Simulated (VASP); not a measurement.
Here is a VASP 6.6.1 calculation.

Contents of INCAR:

```
SYSTEM = Na
ALGO     = Normal         ! electronic algorithm
EDIFF    = 1E-6           ! SCF threshold, eV
ENCUT    = 500            ! plane-wave cutoff, eV
GGA      = LIBXC          ! functional
GGA_COMPAT= .FALSE.      
ISIF     = 2              ! what is computed and relaxed
ISMEAR   = -1             ! smearing method
ISPIN    = 2              ! spin polarisation
LASPH    = .TRUE.         ! aspherical terms in the spheres
LCHARG   = .FALSE.        ! write CHGCAR
LIBXC1   = GGA_X_B88    
LIBXC2   = GGA_C_PBE    
LORBIT   = 11             ! projections on sites
LREAL    = .FALSE.        ! projectors in reciprocal space
LWAVE    = .FALSE.        ! write WAVECAR
MAGMOM   = 0.5            ! initial moments
NBANDS   = 14             ! bands
NELM     = 200            ! most SCF steps
PREC     = Accurate       ! precision mode
SIGMA    = 0.05           ! smearing width, eV
```

The input KPOINTS:

```
k-points
0
G
  9 9 9
  0 0 0
```

Contents of POSCAR:

```
Na
1.0
   -2.1551792212      2.1551792212      2.1551792212
    2.1551792212     -2.1551792212      2.1551792212
    2.1551792212      2.1551792212     -2.1551792212
Na
1
Direct
    0.0000000000      0.0000000000      0.0000000000
```

Potentials or basis: VASP PAW PBE potentials, release 64 (Na_pv).

Run with:

```console
$ cat potpaw_PBE.64/Na_pv/POTCAR > POTCAR
$ mpirun -np 1 vasp_std > vasp.out
```

(1) What does it give for the net moment?

(2) Estimate the pressure.

## Answers

(1) 0.00 μB per cell.

(2) -0.3 GPa.

Caveat: the PAW data sets were made with another functional, which shifts forces and pressure a little.
